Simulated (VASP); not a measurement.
# CoCl2O2 (C2/m) in VASP: a series of runs

The runs below take CoCl2O2 through single point, with PBE.

Program: VASP 6.6.1. These are calculated values, not measurements. Logs are shortened: lines on timing, memory, paths and dates and some standing lists are left out, and cuts for length are marked.

### 1 The cell of the first run

It takes space group C2/m (No. 12, monoclinic). Conventional cell: a = 7.162 Å, b = 7.854 Å, c = 3.483 Å, α = 90.00°, β = 96.93°, γ = 90.00°. Within 2.2 Å of Co (site symmetry 2/m) lie 2 O at 1.63 Å. Within 3.1 Å of Cl (site symmetry m) lie 2 Co at 2.38 to 2.45 Å and 4 O at 2.88 to 2.94 Å. Within 2.2 Å of O (site symmetry 2) lie 1 Co at 1.63 Å.

### 2 Single point, PBE, collinear spin, ferromagnetic start

Input file INCAR:

```
PREC = Accurate ; ENCUT = 520
EDIFF = 1E-6 ; ISMEAR = -1
SIGMA = 0.05 ; LREAL = F
LASPH = T ; NELM = 150
ALGO = Normal ; ISIF = 2
LWAVE = F ; LCHARG = T
ISPIN = 2 ; MAGMOM = 2 0 0 0 0
LORBIT = 11 ; NUPDOWN = 2.0
LMAXMIX = 4 ; GGA = PE
LELF = T ; LVHAR = T
NBANDS = 30
```

Input file KPOINTS:

```
regular mesh
0
Gamma
  4 4 7
```

Input file POSCAR:

```
CoCl2O2
1.0
    3.5808710000     -3.9269530000      0.0000000000
    3.5808710000      3.9269530000      0.0000000000
   -0.4203970000      0.0000000000      3.4576140000
Co Cl O
1 2 2
Direct
    0.0000000000      0.0000000000      0.0000000000
    0.7655230000      0.7655230000      0.4279410000
    0.2344770000      0.2344770000      0.5720590000
    0.7918370000      0.2081630000      0.0000000000
    0.2081630000      0.7918370000      0.0000000000
```

Potentials or basis: VASP PAW PBE potentials, release 64 (Co, Cl, O).

On the command line:

```sh
> cat potpaw_PBE.64/Co/POTCAR potpaw_PBE.64/Cl/POTCAR potpaw_PBE.64/O/POTCAR > POTCAR
> mpirun -np 1 vasp_std > vasp.out
```

OUTCAR:

```text
PREC = Accurate
   ENCUT = 520
   EDIFF = 1E-6
   ISMEAR = -1
   LREAL = F
   LASPH = T
   NELM = 150
   ISIF = 2
   ISPIN = 2
   LORBIT = 11
   NUPDOWN = 2.0
   GGA = PE

 ion  position               nearest neighbor table
   1  0.000  0.000  0.000-   4 1.63   5 1.63   2 2.38   3 2.38   3 2.45   2 2.45
   2  0.766  0.766  0.428-   1 2.38   1 2.45
   3  0.234  0.234  0.572-   1 2.38   1 2.45
   4  0.792  0.208  0.000-   1 1.63
   5  0.208  0.792  0.000-   1 1.63

  LATTYP: Found a base centered monoclinic cell.
 ALAT       =     7.1617420000
 B/A-ratio  =     1.0966474358
 C/A-ratio  =     0.4863449989
 COS(beta)  =    -0.1206970018

  Lattice vectors:

 A1 = (   3.5808710000,  -3.9269530000,   0.0000000000)
 A2 = (   3.5808710000,   3.9269530000,   0.0000000000)
 A3 = (  -0.4203970000,   0.0000000000,   3.4576140000)

Analysis of symmetry for initial positions (statically):
=====================================================================
 Subroutine PRICEL returns:
 Original cell was already a primitive cell.

 Routine SETGRP: Setting up the symmetry group for a
 base centered monoclinic supercell.

 Subroutine GETGRP returns: Found  4 space group operations
 (whereof  4 operations were pure point group operations)
 out of a pool of  4 trial point group operations.

The static configuration has the point symmetry C_2h.

Analysis of symmetry for dynamics (positions and initial velocities):
=====================================================================
 Subroutine PRICEL returns:
 Original cell was already a primitive cell.

 Routine SETGRP: Setting up the symmetry group for a
 base centered monoclinic supercell.

 Subroutine GETGRP returns: Found  4 space group operations
 (whereof  4 operations were pure point group operations)
 out of a pool of  4 trial point group operations.

The dynamic configuration has the point symmetry C_2h.

Analysis of structural, dynamic, and magnetic symmetry:
=====================================================================
 Subroutine PRICEL returns:
 Original cell was already a primitive cell.

 Routine SETGRP: Setting up the symmetry group for a
 base centered monoclinic supercell.

 Subroutine GETGRP returns: Found  4 space group operations
 (whereof  4 operations were pure point group operations)
 out of a pool of  4 trial point group operations.

The overall configuration has the point symmetry C_2h.

 Subroutine INISYM returns: Found  4 space group operations
 (whereof  4 operations are pure point group operations),
 and found     1 'primitive' translations

----------------------------------------------------------------------------------------

                                     Primitive cell

  volume of cell :      97.2413

  direct lattice vectors                    reciprocal lattice vectors
     3.580871000 -3.926953000  0.000000000     0.139630833 -0.127325181  0.016977136
     3.580871000  3.926953000  0.000000000     0.139630833  0.127325181  0.016977136
    -0.420397000  0.000000000  3.457614000     0.000000000  0.000000000  0.289216784

  length of vectors
     5.314470527  5.314470527  3.483077405     0.189727948  0.189727948  0.289216784

  position of ions in fractional coordinates (direct lattice)
     0.000000000  0.000000000  0.000000000
     0.765523000  0.765523000  0.427941000
     0.234477000  0.234477000  0.572059000
     0.791837000  0.208163000  0.000000000
     0.208163000  0.791837000  0.000000000

  ion indices of the primitive-cell ions
   primitive index   ion index
                 1           1
                 2           2
                 3           3
                 4           4
                 5           5

----------------------------------------------------------------------------------------

 KPOINTS: regular mesh

Automatic generation of k-mesh.
 Grid dimensions read from file:
 generate k-points for:    4    4    7

 Generating k-lattice:

  Cartesian coordinates                     Fractional coordinates (reciprocal lattice)
     0.034907708 -0.031831295  0.004244284     0.250000000  0.000000000  0.000000000
     0.034907708  0.031831295  0.004244284     0.000000000  0.250000000  0.000000000
     0.000000000  0.000000000  0.041316683     0.000000000  0.000000000  0.142857143

  Length of vectors
     0.047431987  0.047431987  0.041316683

  Shift w.r.t. Gamma in fractional coordinates (k-lattice)
     0.000000000  0.000000000  0.000000000

 Subroutine IBZKPT returns following result:
 ===========================================

 Found     37 irreducible k-points:

 Following reciprocal coordinates:
            Coordinates               Weight
  0.000000  0.000000  0.000000      1.000000
  0.250000  0.000000 -0.000000      4.000000
  0.500000  0.000000 -0.000000      2.000000
  0.250000  0.250000 -0.000000      2.000000
  0.500000  0.250000 -0.000000      4.000000
 -0.250000  0.250000  0.000000      2.000000
[... 16 lines left out ...]
  0.500000  0.250000  0.285714      4.000000
 -0.250000  0.250000  0.285714      4.000000
 [... further k-points ...]
   k-points           NKPTS =     37   k-points in BZ     NKDIM =     37   number of bands    NBANDS=     30
   number of dos      NEDOS =    301   number of ions     NIONS =      5
   total plane-waves  NPLWV =  44800
   dimension x,y,z NGX =    40 NGY =   40 NGZ =   28
   dimension x,y,z NGXF=    80 NGYF=   80 NGZF=   56
   ions per type =               1   2   2
   NGX,Y,Z   is equivalent  to a cutoff of  12.51, 12.51, 13.36 a.u.
   NGXF,Y,Z  is equivalent  to a cutoff of  25.03, 25.03, 26.73 a.u.
 SYSTEM =  unknown system
   PREC   = accura    normal or accurate (medium, high low for compatibility)
   ISTART =      0    job   : 0-new  1-cont  2-samecut
   ICHARG =      2    charge: 1-file 2-atom 10-const
   ISPIN  =      2    spin polarized calculation?
   LNONCOLLINEAR =      F non collinear calculations
   LSORBIT =      F    spin-orbit coupling
   LASPH  =      T    aspherical Exc in radial PAW
   ENCUT  =  520.0 eV  38.22 Ry    6.18 a.u.   9.88  9.88  6.48*2*pi/ulx,y,z
   NELM   =    150;   NELMIN=  2; NELMDL= -5     # of ELM steps
   EDIFF  = 0.1E-05   stopping-criterion for ELM
   LREAL  =      F    real-space projection
   EDIFFG = 0.1E-04   stopping-criterion for IOM
   NSW    =      0    number of steps for IOM
   IBRION =     -1    ionic relax: 0-MD 1-quasi-New 2-CG
   NFREE  =      0    steps in history (QN), initial steepest desc. (CG)
   ISIF   =      2    stress and relaxation
   ISYM   =      2    0-nonsym 1-usesym 2-fastsym
   POTIM  = 0.5000    time-step for ionic-motion
   TEBEG  =    0.0;   TEEND  =   0.0 temperature during run
   PSTRESS=    0.0 pullay stress
   NELECT =      35.0000    total number of electrons
   NUPDOWN=       2.0000    fix difference up-down
   EMIN   =  10.00;   EMAX   =-10.00  energy-range for DOS
   EFERMI =   0.00;   METHOD = LEGACY
   ISMEAR =    -1;   SIGMA  =   0.05  broadening in eV -4-tet -1-fermi 0-gaus
   EFERMI_NEDOS =   21; number of points for ismear=-14 and -15
   IALGO  =     38    algorithm
   IMIX   =      4    mixing-type and parameters
     AMIX     =   0.40;   BMIX     =  1.00
     AMIX_MAG =   1.60;   BMIX_MAG =  1.00
  volume/ion in A,a.u.               =      19.45       131.24
  Fermi-wavevector in a.u.,A,eV,Ry     =   1.164521  2.200625 18.450976  1.356108
  Thomas-Fermi vector in A             =   2.301058
   LORBIT       =     11    0 simple, 1 ext, 2 COOP (PROOUT), +10 PAW based schemes
   GGA     = PE    functional components
   LHFCALC =     F    Hartree Fock is set to
   AEXX    =    0.0000 exact exchange contribution
   IVDW    =     0    specifies the selected vdW correction
   LEPSILON=     F    determine dielectric tensor
   LRPA    =     F    only Hartree local field effects (RPA)
 spin polarized calculation
  energy-cutoff  :      520.00
  volume of cell :       97.24
 maximum number of plane-waves:      2636
   NGX = 19   NGY = 19   NGZ = 13

 number of electron      34.9999992 magnetization       1.9999998

 Free energy of the ion-electron system (eV)
  ---------------------------------------------------
  ext. energy  EPLUGINS =         0.00000000
  ---------------------------------------------------
  free energy    TOTEN  =       -20.43285533 eV

  energy without entropy =      -20.36511976  energy(sigma->0) =      -20.39898754

 E-fermi :  -0.3447     XC(G=0):  -8.5857

 val. band max:       -0.0770664017   @ k =   0.2500   0.2500  -0.0000
 cond. band min:      -0.3438390239   @ k =   0.5000   0.5000  -0.0000
 fundamental gap:     -0.2667726221
 Fermi energy:        -0.0764341879

 spin component 1

 k-point     1 :       0.0000    0.0000    0.0000
  band No.  band energies     occupation
      1     -18.0476      1.00000
      2     -17.1278      1.00000
      3     -14.3614      1.00000
      4     -14.0580      1.00000
      5      -5.2879      1.00000
      6      -5.0510      1.00000
[... 757 lines left out ...]
     28      11.7118      0.00000
     29      12.3342      0.00000

 [... further k-points ...]

 spin component 2

 k-point     1 :       0.0000    0.0000    0.0000
  band No.  band energies     occupation
      1     -17.5813      1.00000
      2     -16.6219      1.00000
      3     -14.1467      1.00000
      4     -13.8588      1.00000
      5      -4.8891      1.00000
      6      -4.6216      1.00000
[... 757 lines left out ...]
     28      11.8704      0.00000
     29      12.4579      0.00000

 [... further k-points ...]

 [bands above 29 left out]

------------------------ aborting loop because EDIFF is reached ----------------------------------------

  FORCE on cell =-STRESS in cart. coord.  units (eV):
  Direction    XX          YY          ZZ          XY          YZ          ZX
  --------------------------------------------------------------------------------------
  -------------------------------------------------------------------------------------
  Total       -0.8577964      1.2354463     -0.9819869      0.0000000      0.0000000     -0.1764213
  in kB      -14.1333103     20.3555848    -16.1795106      0.0000000      0.0000000     -2.9067709
  external PRESSURE =      -3.3190787 kB  Pullay stress =       0.0000000 kB

 VOLUME and BASIS-vectors are now :
 -----------------------------------------------------------------------------
  energy-cutoff  :      520.00
  volume of cell :       97.24
      direct lattice vectors                 reciprocal lattice vectors
     3.580871000 -3.926953000  0.000000000     0.139630833 -0.127325181  0.016977136
     3.580871000  3.926953000  0.000000000     0.139630833  0.127325181  0.016977136
    -0.420397000  0.000000000  3.457614000     0.000000000  0.000000000  0.289216784

 POSITION                                       TOTAL-FORCE (eV/Angst)
 -----------------------------------------------------------------------------------
      0.00000      0.00000      0.00000        -0.000000      0.000000      0.000000
      5.30257      0.00000      1.47965         0.327788      0.000000      0.121320
      1.43877      0.00000      1.97796        -0.327788      0.000000     -0.121320
      3.58087     -2.29206      0.00000        -0.000000      0.315371      0.000000
      3.58087      2.29206      0.00000        -0.000000     -0.315371      0.000000
 -----------------------------------------------------------------------------------
    total drift:                                0.000000      0.000000     -0.000000

  FREE ENERGIE OF THE ION-ELECTRON SYSTEM (eV)
  ---------------------------------------------------
  free  energy   TOTEN  =       -20.4328553254 eV

  energy  without entropy=      -20.3651197553  energy(sigma->0) =      -20.39898754

 total charge

# of ion       s       p       d       tot
------------------------------------------
    1        0.459   0.838   7.218   8.515
    2        1.619   3.394   0.000   5.013
    3        1.619   3.394   0.000   5.013
    4        1.616   3.196   0.000   4.812
    5        1.616   3.196   0.000   4.812
--------------------------------------------------
tot          6.930  14.016   7.218  28.164

 magnetization (x)

# of ion       s       p       d       tot
------------------------------------------
    1       -0.002  -0.005   0.979   0.971
    2        0.005   0.141   0.000   0.147
    3        0.005   0.141   0.000   0.147
    4        0.003   0.258   0.000   0.261
    5        0.003   0.258   0.000   0.261
--------------------------------------------------
tot          0.015   0.793   0.979   1.787
```

Wall time 98 s (1 thread of Intel Xeon 6975P-C (Granite Rapids), shared host); peak memory 0.34 GiB.

What came out:

| Item | Value |
| --- | --- |
| Free energy | -20.4329 eV |
| Pressure | -0.3 GPa |
| Largest force | 0.350 eV/Å |
| Net moment | 2.00 μB per cell |
| Site moments | Co +0.97; Cl +0.15; O +0.26 μB |
| Valence electrons inside the program's atomic spheres | Co 8.52; Cl 5.01; O 4.81 |

Forces on the atoms (eV/Å):
```
Co   0.000  0.000  0.000
Cl   0.328  0.000  0.121
Cl  -0.328  0.000 -0.121
O    0.000  0.315  0.000
O    0.000 -0.315  0.000
```

Caveat: the total moment is fixed, so each spin has its own Fermi level and the state may be an excited one; a cell with one magnetic atom can't hold antiferromagnetic order, which such compounds often take.

(Part 1 of 2 ends here.)
